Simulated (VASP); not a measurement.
# Mo (Im-3m) in VASP: elastic constants with LDA

Aim: the elastic constants of Mo with LDA.

Program: VASP 6.6.1. These are calculated values, not measurements. Logs are shortened: lines on timing, memory, paths and dates and some standing lists are left out, and cuts for length are marked.

**1. The cell of the first run**

Symmetry: Im-3m, No. 229, cubic system. The conventional cell has a = 2.989 Å, b = 2.989 Å, c = 2.989 Å, α = 90.00°, β = 90.00°, γ = 90.00°. Within 3.4 Å of Mo (site symmetry m-3m) lie 14 Mo at 2.59 to 2.99 Å.

**2. Elastic constants, LDA**

INCAR reads:

```
SYSTEM = Mo
PREC = Accurate
ENCUT = 500
EDIFF = 1E-8
ISMEAR = -1
SIGMA = 0.15
LREAL = .FALSE.
LASPH = .TRUE.
NELM = 120
ALGO = Normal
ISIF = 3
LWAVE = .FALSE.
LCHARG = .FALSE.
GGA = CA
NBANDS = 13
IBRION = 6
NFREE = 2
POTIM = 0.015
NSW = 1
GGA_COMPAT = .FALSE.
```

KPOINTS reads:

```
regular mesh
0
G
  20 20 20
  0 0 0
```

POSCAR reads:

```
Mo
1.0
   -1.4945540960      1.4945540960      1.4945540960
    1.4945540960     -1.4945540960      1.4945540960
    1.4945540960      1.4945540960     -1.4945540960
Mo
1
Direct
    0.0000000000      0.0000000000      0.0000000000
```

Potentials or basis: VASP PAW LDA potentials, release 64 (Mo_sv).

Started as:

```bash
$ cat potpaw_LDA.64/Mo_sv/POTCAR > POTCAR
$ mpirun -np 1 vasp_std > vasp.out
```

OUTCAR:

```text
SYSTEM = Mo
   PREC = Accurate
   ENCUT = 500
   EDIFF = 1E-8
   ISMEAR = -1
   LREAL = .FALSE.
   LASPH = .TRUE.
   NELM = 120
   ISIF = 3
   GGA = CA
   IBRION = 6
   NFREE = 2
   POTIM = 0.015
   NSW = 1

 ion  position               nearest neighbor table
   1  0.000  0.000  0.000-

  LATTYP: Found a body centered cubic cell.
 ALAT       =     2.9891081920

  Lattice vectors:

 A1 = (  -1.4945540960,   1.4945540960,   1.4945540960)
 A2 = (   1.4945540960,  -1.4945540960,   1.4945540960)
 A3 = (   1.4945540960,   1.4945540960,  -1.4945540960)

Analysis of symmetry for initial positions (statically):
=====================================================================
 Subroutine PRICEL returns:
 Original cell was already a primitive cell.

 Routine SETGRP: Setting up the symmetry group for a
 body centered cubic supercell.

 Subroutine GETGRP returns: Found 48 space group operations
 (whereof 48 operations were pure point group operations)
 out of a pool of 48 trial point group operations.

The static configuration has the point symmetry O_h .

Analysis of symmetry for dynamics (positions and initial velocities):
=====================================================================
 Subroutine PRICEL returns:
 Original cell was already a primitive cell.

 Routine SETGRP: Setting up the symmetry group for a
 body centered cubic supercell.

 Subroutine GETGRP returns: Found 48 space group operations
 (whereof 48 operations were pure point group operations)
 out of a pool of 48 trial point group operations.

The dynamic configuration has the point symmetry O_h .

 Subroutine INISYM returns: Found 48 space group operations
 (whereof 48 operations are pure point group operations),
 and found     1 'primitive' translations

----------------------------------------------------------------------------------------

[... 341 lines left out ...]
      8      13.4704      1.99998
      9      17.1063      0.00001
     10      17.1063      0.00001
     11      30.1805      0.00000
     12      30.1805      0.00000
     13      30.1805      0.00000
[... 354 lines left out ...]
  band No.  band energies     occupation
      1     -45.5018      2.00000
      2     -20.3750      2.00000
      3     -19.3137      2.00000
      4     -18.9045      2.00000
      5       9.9244      2.00000
      6      11.7441      2.00000
      7      13.4743      1.99998
      8      16.3682      0.00102
      9      17.8053      0.00000
     10      18.4451      0.00000
     11      30.3194      0.00000
     12      32.4573      0.00000
     13      36.0281      0.00000

 [... further k-points ...]

------------------------ aborting loop because EDIFF is reached ----------------------------------------

  FORCE on cell =-STRESS in cart. coord.  units (eV):
  Direction    XX          YY          ZZ          XY          YZ          ZX
  --------------------------------------------------------------------------------------
  -------------------------------------------------------------------------------------
  Total        3.9054623      3.9054623      3.9054623      0.0000000      0.0000000      0.0000000
  in kB      468.5847206    468.5847206    468.5847206      0.0000000      0.0000000      0.0000000
  external PRESSURE =     468.5847206 kB  Pullay stress =       0.0000000 kB
[... 16 lines left out ...]
  FREE ENERGIE OF THE ION-ELECTRON SYSTEM (eV)
  ---------------------------------------------------
  free  energy   TOTEN  =       -11.9201674522 eV

  energy  without entropy=      -11.8750612703  energy(sigma->0) =      -11.89761436

 INTERNAL STRAIN TENSORS FROM STRAINED CELLS
 ============================================

 INTERNAL STRAIN TENSOR FOR ION    1 for displacements in x,y,z  (eV/Angst):
          X           Y           Z          XY          YZ          ZX
  --------------------------------------------------------------------------------
  x     0.00000     0.00000     0.00000     0.00000    -0.00000     0.00000
  y     0.00000    -0.00000    -0.00000     0.00000    -0.00000     0.00000
  z     0.00000    -0.00000     0.00000     0.00000     0.00000     0.00000

 INTERNAL STRAIN TENSORS FROM DISPLACED ATOMS
 ============================================

 INTERNAL STRAIN TENSOR FOR ION    1 for displacements in x,y,z  (eV/Angst):
          X           Y           Z          XY          YZ          ZX
  --------------------------------------------------------------------------------
  x     0.00000     0.00000     0.00000     0.00000     0.00000     0.00000
  y     0.00000     0.00000     0.00000     0.00000     0.00000     0.00000
  z     0.00000     0.00000     0.00000     0.00000     0.00000     0.00000

 Eigenvectors and eigenvalues of the dynamical matrix
 ----------------------------------------------------

   1 f/i=    0.000000 THz     0.000000 2PiTHz    0.000000 cm-1     0.000000 meV
             X         Y         Z           dx          dy          dz
      0.000000  0.000000  0.000000     0.000000    0.000000    1.000000

   2 f/i=    0.000000 THz     0.000000 2PiTHz    0.000000 cm-1     0.000000 meV
             X         Y         Z           dx          dy          dz
      0.000000  0.000000  0.000000    -0.913356    0.407161    0.000000

   3 f/i=    0.000000 THz     0.000000 2PiTHz    0.000000 cm-1     0.000000 meV
             X         Y         Z           dx          dy          dz
      0.000000  0.000000  0.000000    -0.407161   -0.913356    0.000000

--------------------------------------------------------------------------------------------------------

 ELASTIC MODULI CONTR FROM IONIC RELAXATION (kBar)
 Direction    XX          YY          ZZ          XY          YZ          ZX
 --------------------------------------------------------------------------------
 XX           0.0000      0.0000      0.0000      0.0000      0.0000      0.0000
 YY           0.0000      0.0000      0.0000      0.0000      0.0000      0.0000
 ZZ           0.0000      0.0000      0.0000      0.0000      0.0000      0.0000
 XY           0.0000      0.0000      0.0000      0.0000      0.0000      0.0000
 YZ           0.0000      0.0000      0.0000      0.0000      0.0000      0.0000
 ZX           0.0000      0.0000      0.0000      0.0000      0.0000      0.0000
 --------------------------------------------------------------------------------

 TOTAL ELASTIC MODULI (kBar)
 Direction    XX          YY          ZZ          XY          YZ          ZX
 --------------------------------------------------------------------------------
 XX        7034.1617   2832.2092   2832.2092      0.0000     -0.0000     -0.0000
 YY        2832.2092   7034.1617   2832.2092     -0.0000      0.0000      0.0000
 ZZ        2832.2092   2832.2092   7034.1617     -0.0000      0.0000     -0.0000
 XY           0.0000     -0.0000     -0.0000   1633.3591      0.0000      0.0000
 YZ          -0.0000      0.0000      0.0000      0.0000   1633.3591      0.0000
 ZX          -0.0000      0.0000     -0.0000      0.0000      0.0000   1633.3591
 --------------------------------------------------------------------------------
```

Wall time 17 min (1 thread of AMD EPYC 9R45 (Zen 5), shared host); peak memory 0.62 GiB.

Results:

```
Elastic constants C11, C12, C44 : 703, 283, 163 GPa
Voigt bulk modulus              : 423 GPa
```

Elastic tensor in Voigt notation (GPa, in the Cartesian axes of the cell as first typed):
```
703 283 283   0   0   0
283 703 283   0   0   0
283 283 703   0   0   0
  0   0   0 163   0   0
  0   0   0   0 163   0
  0   0   0   0   0 163
```

Clamped-ion elastic tensor (GPa):
```
703 283 283   0   0   0
283 703 283   0   0   0
283 283 703   0   0   0
  0   0   0 163   0   0
  0   0   0   0 163   0
  0   0   0   0   0 163
```

Caveat: the cell is under stress, which shifts elastic constants.
